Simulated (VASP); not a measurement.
# MgO (Pm-3m) in VASP: single point with r2SCAN

Aim: the single point of MgO with r2SCAN.

Everything below comes from runs of VASP 6.6.1. Logs are shortened: lines on timing, memory, paths and dates and some standing lists are left out, and cuts for length are marked.

## Step 1: The cell of the first run

It takes space group Pm-3m (No. 221, cubic). The conventional cell has a = 2.648 Å, b = 2.648 Å, c = 2.648 Å, α = 90.00°, β = 90.00°, γ = 90.00°. Mg (site symmetry m-3m) has 8 O at 2.29 Å and 6 Mg at 2.65 Å within 3.0 Å. Within 3.0 Å of O (site symmetry m-3m) lie 8 Mg at 2.29 Å and 6 O at 2.65 Å.

## Step 2: Single point, r2SCAN

Input file POSCAR:

```
MgO
1.0
   -0.8828303272      1.7656606544      1.7656606544
    1.7656606544     -0.8828303272      1.7656606544
    1.7656606544      1.7656606544     -0.8828303272
Mg O
1 1
Direct
    0.0000000000      0.0000000000      0.0000000000
    0.5000000000      0.5000000000      0.5000000000
```

Input file INCAR.step1:

```
ALGO = Normal ; EDIFF = 1E-4
ENCUT = 520 ; GGA = PE
ISMEAR = 0 ; LASPH = T
LCHARG = F ; LREAL = F
LWAVE = T ; NBANDS = 11
NELM = 60 ; PREC = Accurate
SIGMA = 0.05
```

Input file INCAR.step2:

```
ALGO = Normal ; EDIFF = 1E-6
ENCUT = 520 ; ISIF = 2
ISMEAR = 0 ; ISTART = 1
LASPH = T ; LCHARG = T
LELF = T ; LMIXTAU = T
LREAL = F ; LVHAR = T
LWAVE = F ; METAGGA = R2SCAN
NBANDS = 11 ; NELM = 60
PREC = Accurate ; SIGMA = 0.05
```

Input file KPOINTS:

```
k-points
0
Gamma
  10 10 10
```

Potentials or basis: VASP PAW PBE potentials, release 64 (Mg, O).

Run with:

```bash
cat potpaw_PBE.64/Mg/POTCAR potpaw_PBE.64/O/POTCAR > POTCAR
cp INCAR.step1 INCAR
mpirun -np 1 vasp_std > vasp.out
cp INCAR.step2 INCAR
mpirun -np 1 vasp_std > vasp.out
```

OUTCAR:

```text
EDIFF = 1E-6
   ENCUT = 520
   ISIF = 2
   ISMEAR = 0
   ISTART = 1
   LASPH = T
   LREAL = F
   METAGGA = R2SCAN
   NELM = 60
   PREC = Accurate

 ion  position               nearest neighbor table
   1  0.000  0.000  0.000-   2 2.29   2 2.29   2 2.29   2 2.29   2 2.29   2 2.29   2 2.29   2 2.29

   2  0.500  0.500  0.500-   1 2.29   1 2.29   1 2.29   1 2.29   1 2.29   1 2.29   1 2.29   1 2.29

  LATTYP: Found a simple cubic cell.
 ALAT       =     2.6484909816

  Lattice vectors:

 A1 = (  -0.8828303272,   1.7656606544,   1.7656606544)
 A2 = (   1.7656606544,  -0.8828303272,   1.7656606544)
 A3 = (   1.7656606544,   1.7656606544,  -0.8828303272)

Analysis of symmetry for initial positions (statically):
=====================================================================
 Subroutine PRICEL returns:
 Original cell was already a primitive cell.

 Routine SETGRP: Setting up the symmetry group for a
 simple cubic supercell.

 Subroutine GETGRP returns: Found 48 space group operations
 (whereof 48 operations were pure point group operations)
 out of a pool of 48 trial point group operations.

The static configuration has the point symmetry O_h .

Analysis of symmetry for dynamics (positions and initial velocities):
=====================================================================
 Subroutine PRICEL returns:
 Original cell was already a primitive cell.

 Routine SETGRP: Setting up the symmetry group for a
 simple cubic supercell.

 Subroutine GETGRP returns: Found 48 space group operations
 (whereof 48 operations were pure point group operations)
 out of a pool of 48 trial point group operations.

The dynamic configuration has the point symmetry O_h .

 Subroutine INISYM returns: Found 48 space group operations
 (whereof 48 operations are pure point group operations),
 and found     1 'primitive' translations

----------------------------------------------------------------------------------------

                                     Primitive cell

  volume of cell :      18.5779

  direct lattice vectors                    reciprocal lattice vectors
    -0.882830327  1.765660654  1.765660654    -0.125857832  0.251715664  0.251715664
     1.765660654 -0.882830327  1.765660654     0.251715664 -0.125857832  0.251715664
     1.765660654  1.765660654 -0.882830327     0.251715664  0.251715664 -0.125857832

  length of vectors
     2.648490982  2.648490982  2.648490982     0.377573496  0.377573496  0.377573496

  position of ions in fractional coordinates (direct lattice)
     0.000000000  0.000000000  0.000000000
     0.500000000  0.500000000  0.500000000

  ion indices of the primitive-cell ions
   primitive index   ion index
                 1           1
                 2           2

----------------------------------------------------------------------------------------

 KPOINTS: k-points

Automatic generation of k-mesh.
 Grid dimensions read from file:
 generate k-points for:   10   10   10

 Generating k-lattice:

  Cartesian coordinates                     Fractional coordinates (reciprocal lattice)
    -0.012585783  0.025171566  0.025171566     0.100000000  0.000000000  0.000000000
     0.025171566 -0.012585783  0.025171566     0.000000000  0.100000000  0.000000000
     0.025171566  0.025171566 -0.012585783     0.000000000  0.000000000  0.100000000

  Length of vectors
     0.037757350  0.037757350  0.037757350

  Shift w.r.t. Gamma in fractional coordinates (k-lattice)
     0.000000000  0.000000000  0.000000000

 Subroutine IBZKPT returns following result:
 ===========================================

 Found     56 irreducible k-points:

 Following reciprocal coordinates:
            Coordinates               Weight
  0.000000  0.000000  0.000000      1.000000
  0.100000  0.000000  0.000000      6.000000
  0.200000  0.000000  0.000000      6.000000
  0.300000  0.000000  0.000000      6.000000
  0.400000  0.000000  0.000000      6.000000
  0.500000  0.000000  0.000000      3.000000
[... 16 lines left out ...]
  0.200000  0.100000  0.100000     24.000000
  0.300000  0.100000  0.100000     24.000000
 [... further k-points ...]
   k-points           NKPTS =     56   k-points in BZ     NKDIM =     56   number of bands    NBANDS=     11
   number of dos      NEDOS =    301   number of ions     NIONS =      2
   total plane-waves  NPLWV =   8000
   dimension x,y,z NGX =    20 NGY =   20 NGZ =   20
   dimension x,y,z NGXF=    40 NGYF=   40 NGZF=   40
   ions per type =               1   1
   NGX,Y,Z   is equivalent  to a cutoff of  12.55, 12.55, 12.55 a.u.
   NGXF,Y,Z  is equivalent  to a cutoff of  25.11, 25.11, 25.11 a.u.
 SYSTEM =  unknown system
   PREC   = accura    normal or accurate (medium, high low for compatibility)
   ISTART =      1    job   : 0-new  1-cont  2-samecut
   ICHARG =      0    charge: 1-file 2-atom 10-const
   ISPIN  =      1    spin polarized calculation?
   LNONCOLLINEAR =      F non collinear calculations
   LSORBIT =      F    spin-orbit coupling
   LASPH  =      T    aspherical Exc in radial PAW
   ENCUT  =  520.0 eV  38.22 Ry    6.18 a.u.   4.92  4.92  4.92*2*pi/ulx,y,z
   NELM   =     60;   NELMIN=  2; NELMDL=  0     # of ELM steps
   EDIFF  = 0.1E-05   stopping-criterion for ELM
   LREAL  =      F    real-space projection
   EDIFFG = 0.1E-04   stopping-criterion for IOM
   NSW    =      0    number of steps for IOM
   IBRION =     -1    ionic relax: 0-MD 1-quasi-New 2-CG
   NFREE  =      0    steps in history (QN), initial steepest desc. (CG)
   ISIF   =      2    stress and relaxation
   ISYM   =      2    0-nonsym 1-usesym 2-fastsym
   POTIM  = 0.5000    time-step for ionic-motion
   TEBEG  =    0.0;   TEEND  =   0.0 temperature during run
   PSTRESS=    0.0 pullay stress
   NELECT =       8.0000    total number of electrons
   NUPDOWN=      -1.0000    fix difference up-down
   EMIN   =  10.00;   EMAX   =-10.00  energy-range for DOS
   EFERMI =   0.00;   METHOD = LEGACY
   ISMEAR =     0;   SIGMA  =   0.05  broadening in eV -4-tet -1-fermi 0-gaus
   EFERMI_NEDOS =   21; number of points for ismear=-14 and -15
   IALGO  =     38    algorithm
   IMIX   =      4    mixing-type and parameters
     AMIX     =   0.40;   BMIX     =  1.00
     AMIX_MAG =   1.60;   BMIX_MAG =  1.00
  volume/ion in A,a.u.               =       9.29        62.68
  Fermi-wavevector in a.u.,A,eV,Ry     =   1.236250  2.336174 20.793977  1.528314
  Thomas-Fermi vector in A             =   2.370866
   LORBIT       =      0    0 simple, 1 ext, 2 COOP (PROOUT), +10 PAW based schemes
   METAGGA = R2SCAN    functional components
   LHFCALC =     F    Hartree Fock is set to
   AEXX    =    0.0000 exact exchange contribution
   IVDW    =     0    specifies the selected vdW correction
   LEPSILON=     F    determine dielectric tensor
   LRPA    =     F    only Hartree local field effects (RPA)
 non-spin polarized calculation
 Gauss-broadening in eV      SIGMA  =   0.05
  energy-cutoff  :      520.00
  volume of cell :       18.58
 maximum number of plane-waves:       516
 NGX is ok and might be reduce to    20
   NGX =  9   NGY =  9   NGZ =  9

 number of electron       7.9999995 magnetization

 Free energy of the ion-electron system (eV)
  ---------------------------------------------------
  ext. energy  EPLUGINS =         0.00000000
  ---------------------------------------------------
  free energy    TOTEN  =       -14.51737750 eV

  energy without entropy =      -14.51737750  energy(sigma->0) =      -14.51737750

 E-fermi :   4.8031     XC(G=0): -11.7357

 val. band max:        4.5590094784   @ k =   0.5000   0.5000   0.0000
 cond. band min:       7.7374726904   @ k =   0.0000   0.0000   0.0000
 fundamental gap:      3.1784632120
 Fermi energy:         4.8030730699

 k-point     1 :       0.0000    0.0000    0.0000
  band No.  band energies     occupation
      1     -14.8292      2.00000
      2       3.5329      2.00000
      3       3.5329      2.00000
      4       3.5329      2.00000
      5       7.7375      0.00000
      6      15.9575      0.00000
      7      15.9575      0.00000
      8      25.9595      0.00000
      9      25.9595      0.00000
     10      25.9595      0.00000
     11      33.1959      0.00000

 k-point     2 :       0.1000    0.0000    0.0000
  band No.  band energies     occupation
      1     -14.7344      2.00000
      2       2.7255      2.00000
      3       3.5745      2.00000
      4       3.5745      2.00000
      5       8.3350      0.00000
      6      16.1632      0.00000
      7      16.1699      0.00000
      8      25.7638      0.00000
      9      25.7638      0.00000
     10      26.1374      0.00000
     11      32.2534      0.00000

 k-point     3 :       0.2000    0.0000    0.0000
  band No.  band energies     occupation
      1     -14.4738      2.00000
      2       1.1472      2.00000
      3       3.6856      2.00000
      4       3.6856      2.00000
      5       9.4501      0.00000
      6      16.4081      0.00000
      7      16.8033      0.00000
      8      25.1904      0.00000
      9      25.1904      0.00000
     10      26.9946      0.00000
     11      30.2446      0.00000

 k-point     4 :       0.3000    0.0000    0.0000
  band No.  band energies     occupation
      1     -14.1215      2.00000
      2      -0.3837      2.00000
      3       3.8276      2.00000
      4       3.8276      2.00000
      5      10.6208      0.00000
      6      16.1270      0.00000
      7      17.8395      0.00000
      8      24.4008      0.00000
      9      24.4008      0.00000
     10      27.0400      0.00000
     11      28.9627      0.00000
[... 239 lines left out ...]
 k-point    22 :       0.1000    0.1000    0.1000
  band No.  band energies     occupation
      1     -14.5500      2.00000
      2       2.4488      2.00000
      3       3.0949      2.00000
      4       3.0949      2.00000
      5       9.3665      0.00000
      6      16.5051      0.00000
      7      16.5051      0.00000
      8      24.3445      0.00000
      9      26.5156      0.00000
     10      26.5156      0.00000
     11      30.0264      0.00000

 k-point    23 :       0.2000    0.1000    0.1000
  band No.  band energies     occupation
      1     -14.2987      2.00000
      2       1.2640      2.00000
      3       2.9850      2.00000
      4       3.2352      2.00000
      5      10.3485      0.00000
      6      16.6519      0.00000
      7      16.8973      0.00000
      8      23.6795      0.00000
      9      25.5528      0.00000
     10      27.7811      0.00000
     11      28.5393      0.00000

 k-point    24 :       0.3000    0.1000    0.1000
  band No.  band energies     occupation
      1     -13.9601      2.00000
      2      -0.1757      2.00000
      3       3.1819      2.00000
      4       3.4164      2.00000
      5      11.4092      0.00000
      6      16.1765      0.00000
      7      17.4501      0.00000
      8      23.5195      0.00000
      9      24.2668      0.00000
     10      27.5526      0.00000
     11      27.7669      0.00000

 [... further k-points ...]
[... 5 lines left out ...]
  --------------------------------------------------------------------------------------
  -------------------------------------------------------------------------------------
  Total       -0.6248306     -0.6248306     -0.6248306      0.0000000      0.0000000      0.0000000
  in kB      -53.8861742    -53.8861742    -53.8861742      0.0000000      0.0000000      0.0000000
  external PRESSURE =     -53.8861742 kB  Pullay stress =       0.0000000 kB

 VOLUME and BASIS-vectors are now :
 -----------------------------------------------------------------------------
  energy-cutoff  :      520.00
  volume of cell :       18.58
      direct lattice vectors                 reciprocal lattice vectors
    -0.882830327  1.765660654  1.765660654    -0.125857832  0.251715664  0.251715664
     1.765660654 -0.882830327  1.765660654     0.251715664 -0.125857832  0.251715664
     1.765660654  1.765660654 -0.882830327     0.251715664  0.251715664 -0.125857832

 POSITION                                       TOTAL-FORCE (eV/Angst)
 -----------------------------------------------------------------------------------
      0.00000      0.00000      0.00000         0.000000     -0.000000      0.000000
      1.32425      1.32425      1.32425        -0.000000      0.000000     -0.000000
 -----------------------------------------------------------------------------------
    total drift:                                0.000000     -0.000000      0.000000

  FREE ENERGIE OF THE ION-ELECTRON SYSTEM (eV)
  ---------------------------------------------------
  free  energy   TOTEN  =       -14.5173775019 eV

  energy  without entropy=      -14.5173775019  energy(sigma->0) =      -14.51737750
```

Run time: 30 s. Hardware: 1 thread of Intel Xeon Platinum 8559C (Emerald Rapids), shared host; peak memory 0.13 GiB.

Results:

* Free energy: -14.5174 eV
* Pressure: -5.4 GPa
* Band gap on the k mesh: 3.18 eV, indirect (least direct gap 4.20 eV)

Levels at points of the mesh, in eV from the valence-band top:
| k point | band 2 | band 3 | band 4 | band 5 | band 6 | band 7 |
| --- | --- | --- | --- | --- | --- | --- |
| (0.00, 0.00, 0.00) | -1.03 | -1.03 | -1.03 | 3.18 | 11.40 | 11.40 |
| (0.50, 0.00, 0.00) | -6.43 | -0.57 | -0.57 | 7.75 | 10.31 | 15.63 |
| (0.50, 0.50, 0.00) | -4.71 | -4.71 | 0.00 | 5.77 | 13.14 | 13.14 |
| (0.50, 0.50, 0.50) | -3.65 | -3.65 | -3.65 | 8.28 | 8.28 | 8.28 |

Caveat: the PAW data sets were made with another functional, which shifts forces and pressure a little. A k mesh can miss the band edges.
